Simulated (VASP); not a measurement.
# Rh (I4/mmm) in VASP: notebook

The runs below take Rh through single point, with r2SCAN.

Everything below comes from runs of VASP 6.6.1. Logs are shortened: lines on timing, memory, paths and dates and some standing lists are left out, and cuts for length are marked.

**1. The cell of the first run**

The structure is tetragonal, space group I4/mmm (No. 139). Conventional cell: a = 2.689 Å, b = 2.689 Å, c = 3.746 Å, α = 90.00°, β = 90.00°, γ = 90.00°. Within 3.5 Å of Rh (site symmetry 4/mmm) lie 12 Rh at 2.67 to 2.69 Å.

**2. Single point, r2SCAN (strain +0.000 along x and y, -0.015 along z)**

POSCAR reads:

```
Rh
1.0
    0.0000000000      1.9015500000      1.8730267500
    1.9015500000      0.0000000000      1.8730267500
    1.9015500000      1.9015500000      0.0000000000
Rh
1
Direct
    0.0000000000      0.0000000000      0.0000000000
```

INCAR.step1 reads:

```
SYSTEM = Rh
PREC = Accurate ; ENCUT = 520
ISMEAR = 0 ; SIGMA = 0.15
LREAL = .FALSE. ; LASPH = .TRUE.
NELM = 60 ; NBANDS = 14
GGA = PE ; ALGO = Normal
EDIFF = 1E-4 ; LWAVE = .TRUE.
LCHARG = .FALSE.
```

INCAR.step2 reads:

```
SYSTEM = Rh
PREC = Accurate ; ENCUT = 520
EDIFF = 1E-6 ; ISMEAR = 0
SIGMA = 0.15 ; LREAL = .FALSE.
LASPH = .TRUE. ; NELM = 60
ALGO = Normal ; ISIF = 2
LWAVE = .FALSE. ; LCHARG = .FALSE.
METAGGA = R2SCAN ; LMIXTAU = .TRUE.
NBANDS = 14 ; ISTART = 1
```

KPOINTS reads:

```
regular mesh
0
G
  8 8 8
  0 0 0
```

Potentials or basis: VASP PAW PBE potentials, release 64 (Rh_pv).

On the command line:

```sh
$ cat potpaw_PBE.64/Rh_pv/POTCAR > POTCAR
$ cp INCAR.step1 INCAR
$ mpirun -np 1 vasp_std > vasp.out
$ cp INCAR.step2 INCAR
$ mpirun -np 1 vasp_std > vasp.out
```

OUTCAR:

```text
SYSTEM = Rh
   PREC = Accurate
   ENCUT = 520
   EDIFF = 1E-6
   ISMEAR = 0
   LREAL = .FALSE.
   LASPH = .TRUE.
   NELM = 60
   ISIF = 2
   METAGGA = R2SCAN
   ISTART = 1

 ion  position               nearest neighbor table
   1  0.000  0.000  0.000-

  LATTYP: Found a body centered tetragonal cell.
 ALAT       =     2.6891977995
 C/A-ratio  =     1.3930003589

  Lattice vectors:

 A1 = (   0.0000000000,  -1.9015500000,  -1.8730267500)
 A2 = (   0.0000000000,   1.9015500000,  -1.8730267500)
 A3 = (   1.9015500000,   0.0000000000,   1.8730267500)

Analysis of symmetry for initial positions (statically):
=====================================================================
 Subroutine PRICEL returns:
 Original cell was already a primitive cell.

 Routine SETGRP: Setting up the symmetry group for a
 body centered tetragonal supercell.

 Subroutine GETGRP returns: Found 16 space group operations
 (whereof 16 operations were pure point group operations)
 out of a pool of 16 trial point group operations.

The static configuration has the point symmetry D_4h.

Analysis of symmetry for dynamics (positions and initial velocities):
=====================================================================
 Subroutine PRICEL returns:
 Original cell was already a primitive cell.

 Routine SETGRP: Setting up the symmetry group for a
 body centered tetragonal supercell.

 Subroutine GETGRP returns: Found 16 space group operations
 (whereof 16 operations were pure point group operations)
 out of a pool of 16 trial point group operations.

The dynamic configuration has the point symmetry D_4h.

 Subroutine INISYM returns: Found 16 space group operations
 (whereof 16 operations are pure point group operations),
 and found     1 'primitive' translations

----------------------------------------------------------------------------------------

                                     Primitive cell

  volume of cell :      13.5453

  direct lattice vectors                    reciprocal lattice vectors
     0.000000000  1.901550000  1.873026750    -0.262943388  0.262943388  0.266947602
     1.901550000  0.000000000  1.873026750     0.262943388 -0.262943388  0.266947602
     1.901550000  1.901550000  0.000000000     0.262943388  0.262943388 -0.266947602

  length of vectors
     2.669105020  2.669105020  2.689197800     0.457754818  0.457754818  0.457754818

  position of ions in fractional coordinates (direct lattice)
     0.000000000  0.000000000  0.000000000

  ion indices of the primitive-cell ions
[... 78 lines left out ...]
   IBRION =     -1    ionic relax: 0-MD 1-quasi-New 2-CG
   NFREE  =      0    steps in history (QN), initial steepest desc. (CG)
   ISIF   =      2    stress and relaxation
   ISYM   =      2    0-nonsym 1-usesym 2-fastsym
   POTIM  = 0.5000    time-step for ionic-motion
   TEBEG  =    0.0;   TEEND  =   0.0 temperature during run
   PSTRESS=    0.0 pullay stress
   NELECT =      15.0000    total number of electrons
   NUPDOWN=      -1.0000    fix difference up-down
   EMIN   =  10.00;   EMAX   =-10.00  energy-range for DOS
   EFERMI =   0.00;   METHOD = LEGACY
   ISMEAR =     0;   SIGMA  =   0.15  broadening in eV -4-tet -1-fermi 0-gaus
   EFERMI_NEDOS =   21; number of points for ismear=-14 and -15
   IALGO  =     38    algorithm
   IMIX   =      4    mixing-type and parameters
     AMIX     =   0.40;   BMIX     =  1.00
     AMIX_MAG =   1.60;   BMIX_MAG =  1.00
  volume/ion in A,a.u.               =      13.55        91.41
  Fermi-wavevector in a.u.,A,eV,Ry     =   1.693722  3.200670 39.030948  2.868694
  Thomas-Fermi vector in A             =   2.775076
   LORBIT       =      0    0 simple, 1 ext, 2 COOP (PROOUT), +10 PAW based schemes
   METAGGA = R2SCAN    functional components
   LHFCALC =     F    Hartree Fock is set to
   AEXX    =    0.0000 exact exchange contribution
   IVDW    =     0    specifies the selected vdW correction
   LEPSILON=     F    determine dielectric tensor
   LRPA    =     F    only Hartree local field effects (RPA)
 non-spin polarized calculation
 Gauss-broadening in eV      SIGMA  =   0.15
  energy-cutoff  :      520.00
  volume of cell :       13.55
 maximum number of plane-waves:       380
   NGX =  9   NGY =  9   NGZ =  9

 number of electron      15.0000007 magnetization

 Free energy of the ion-electron system (eV)
  ---------------------------------------------------
  ext. energy  EPLUGINS =         0.00000000
  ---------------------------------------------------
  free energy    TOTEN  =       -24.11220012 eV

  energy without entropy =      -24.09302424  energy(sigma->0) =      -24.10261218

 E-fermi :  12.0572     XC(G=0): -15.3052

 val. band max:       12.0361335660   @ k =  -0.3750   0.0000   0.2500
 cond. band min:      12.0866139002   @ k =   0.3750   0.0000   0.0000
 fundamental gap:      0.0504803342
 Fermi energy:        12.0572191323

 k-point     1 :       0.0000    0.0000    0.0000
  band No.  band energies     occupation
      1     -35.7699      2.00000
      2     -35.7699      2.00000
      3     -35.7625      2.00000
      4       3.7243      2.00000
      5       8.7317      2.00000
      6       8.7317      2.00000
      7       8.9022      2.00000
      8      10.8345      2.00000
      9      11.0370      2.00000
     10      28.7063      0.00000
     11      29.4619      0.00000
     12      34.3858      0.00000
     13      34.3858      0.00000
     14      34.8866      0.00000
[... 377 lines left out ...]
      1     -36.3820      2.00000
      2     -35.9088      2.00000
      3     -35.8938      2.00000
      4       6.1760      2.00000
      5       8.5181      2.00000
      6       8.8651      2.00000
      7       9.4737      2.00000
      8      12.2919      0.02693
      9      12.6242      0.00000
     10      25.4596      0.00000
     11      29.4617      0.00000
     12      30.1001      0.00000
     13      33.7236      0.00000
     14      35.2960      0.00000

 [... further k-points ...]
[... 5 lines left out ...]
  --------------------------------------------------------------------------------------
  -------------------------------------------------------------------------------------
  Total        0.3956581      0.3956581      0.7097463      0.0000000      0.0000000     -0.0000000
  in kB       46.7994992     46.7994992     83.9506824      0.0000000      0.0000000     -0.0000000
  external PRESSURE =      59.1832269 kB  Pullay stress =       0.0000000 kB

 VOLUME and BASIS-vectors are now :
 -----------------------------------------------------------------------------
  energy-cutoff  :      520.00
  volume of cell :       13.55
      direct lattice vectors                 reciprocal lattice vectors
     0.000000000  1.901550000  1.873026750    -0.262943388  0.262943388  0.266947602
     1.901550000  0.000000000  1.873026750     0.262943388 -0.262943388  0.266947602
     1.901550000  1.901550000  0.000000000     0.262943388  0.262943388 -0.266947602

 POSITION                                       TOTAL-FORCE (eV/Angst)
 -----------------------------------------------------------------------------------
      0.00000      0.00000      0.00000         0.000000     -0.000000      0.000000
 -----------------------------------------------------------------------------------
    total drift:                                0.000000      0.000000      0.000000

  FREE ENERGIE OF THE ION-ELECTRON SYSTEM (eV)
  ---------------------------------------------------
  free  energy   TOTEN  =       -24.1122001250 eV

  energy  without entropy=      -24.0930242371  energy(sigma->0) =      -24.10261218
```

OUTCAR.step1:

```text
SYSTEM = Rh
   PREC = Accurate
   ENCUT = 520
   ISMEAR = 0
   LREAL = .FALSE.
   LASPH = .TRUE.
   NELM = 60
[... 625 lines left out ...]
 -----------------------------------------------------------------------------------
      0.00000      0.00000      0.00000         0.000000      0.000000      0.000000
 -----------------------------------------------------------------------------------
    total drift:                                0.000000      0.000000      0.000000

  FREE ENERGIE OF THE ION-ELECTRON SYSTEM (eV)
  ---------------------------------------------------
  free  energy   TOTEN  =        -7.2183381116 eV

  energy  without entropy=       -7.1965687292  energy(sigma->0) =       -7.20745342
```

OSZICAR.step1:

```text
N       E                     dE             d eps       ncg     rms          rms(c)
DAV:   1     0.120977302660E+03    0.12098E+03   -0.87573E+03  1664   0.116E+03
DAV:   2    -0.612300551979E+01   -0.12710E+03   -0.12186E+03  1844   0.343E+02
DAV:   3    -0.768883051428E+01   -0.15658E+01   -0.15629E+01  1952   0.418E+01
DAV:   4    -0.769459525618E+01   -0.57647E-02   -0.57646E-02  1946   0.259E+00
DAV:   5    -0.769464611580E+01   -0.50860E-04   -0.50861E-04  1910   0.214E-01    0.107E+01
DAV:   6    -0.723663389590E+01    0.45801E+00   -0.83818E-01  1700   0.122E+01    0.388E+00
DAV:   7    -0.722175557003E+01    0.14878E-01   -0.13558E-02  1928   0.143E+00    0.185E+00
DAV:   8    -0.721839967890E+01    0.33559E-02   -0.21897E-03  1724   0.634E-01    0.160E-01
DAV:   9    -0.721833811162E+01    0.61567E-04   -0.34789E-05  1006   0.802E-02
   1 F= -.72183381E+01 E0= -.72074534E+01  d E =-.217694E-01
```

Run time: 33 s. Hardware: 1 thread of Intel Xeon 6975P-C, shared host; peak memory 0.13 GiB.

What came out:

- Free energy: -24.1122 eV
- Pressure: 5.9 GPa

Stress tensor (GPa, compression positive):
```
4.68 0.00 0.00
0.00 4.68 0.00
0.00 0.00 8.40
```

Levels at points of the mesh, in eV from the Fermi level:
| k point | band 4 | band 5 | band 6 | band 7 | band 8 | band 9 | band 10 | band 11 |
| --- | --- | --- | --- | --- | --- | --- | --- | --- |
| (0.00, 0.00, 0.00) | -8.33 | -3.33 | -3.33 | -3.16 | -1.22 | -1.02 | 16.65 | 17.40 |
| (0.50, 0.00, 0.00) | -6.50 | -3.48 | -3.30 | 0.54 | 0.63 | 0.85 | 9.22 | 16.21 |
| (0.50, 0.50, 0.00) | -6.74 | -6.36 | 0.50 | 1.06 | 1.06 | 3.69 | 13.34 | 13.87 |
| (0.50, 0.00, 0.50) | -6.73 | -6.34 | 0.51 | 0.98 | 1.12 | 3.35 | 12.90 | 14.07 |

Caveat: the cell differs from its parent crystal (strain +0.000 along x and y, -0.015 along z); the PAW data sets were made with another functional, which shifts forces and pressure a little.

**3. Single point, r2SCAN (strain +0.015 along x and y, -0.030 along z)**

POSCAR reads:

```
Rh
1.0
    0.0000000000      1.9300732500      1.8445035000
    1.9300732500      0.0000000000      1.8445035000
    1.9300732500      1.9300732500      0.0000000000
Rh
1
Direct
    0.0000000000      0.0000000000      0.0000000000
```

INCAR.step1 reads:

```
  PREC = Accurate
  ENCUT = 520
  ISMEAR = 0
  SIGMA = 0.15
  LREAL = F
  LASPH = T
  NELM = 100
  NBANDS = 14
  GGA = PE
  ALGO = Normal
  EDIFF = 1E-4
  LWAVE = T
  LCHARG = F
```

INCAR.step2 reads:

```
  PREC = Accurate
  ENCUT = 520
  EDIFF = 1E-6
  ISMEAR = 0
  SIGMA = 0.15
  LREAL = F
  LASPH = T
  NELM = 100
  ALGO = Normal
  ISIF = 2
  LWAVE = F
  LCHARG = T
  METAGGA = R2SCAN
  LMIXTAU = T
  LELF = T
  LVHAR = T
  NBANDS = 14
  ISTART = 1
```

KPOINTS reads:

```
Automatic mesh
0
Gamma
  8 8 8
```

Potentials or basis: VASP PAW PBE potentials, release 64 (Rh_pv).

On the command line:

```sh
$ cat potpaw_PBE.64/Rh_pv/POTCAR > POTCAR
$ cp INCAR.step1 INCAR
$ mpirun -np 1 vasp_std > vasp.out
$ cp INCAR.step2 INCAR
$ mpirun -np 1 vasp_std > vasp.out
```

Wall time 33 s (1 thread of Intel Xeon 6975P-C, shared host); peak memory 0.14 GiB.

The run converged. Its results:

* Free energy: -24.1049 eV
* Pressure: 1.9 GPa

Stress tensor (GPa, compression positive):
```
-1.54  0.00  0.00
 0.00 -1.54  0.00
 0.00  0.00  8.74
```

Levels at points of the mesh, in eV from the Fermi level:
```csv
k point,band 5,band 6,band 7,band 8,band 9,band 10
"(0.00, 0.00, 0.00)",-3.34,-3.34,-2.85,-1.39,-0.82,16.70
"(0.50, 0.00, 0.00)",-3.57,-3.04,0.44,0.71,0.88,9.08
"(0.50, 0.50, 0.00)",-6.24,0.48,1.06,1.06,4.15,13.41
"(0.50, 0.00, 0.50)",-6.17,0.48,0.81,1.22,3.12,12.42
```

Caveat: the cell differs from its parent crystal (strain +0.015 along x and y, -0.030 along z); the PAW data sets were made with another functional, which shifts forces and pressure a little.
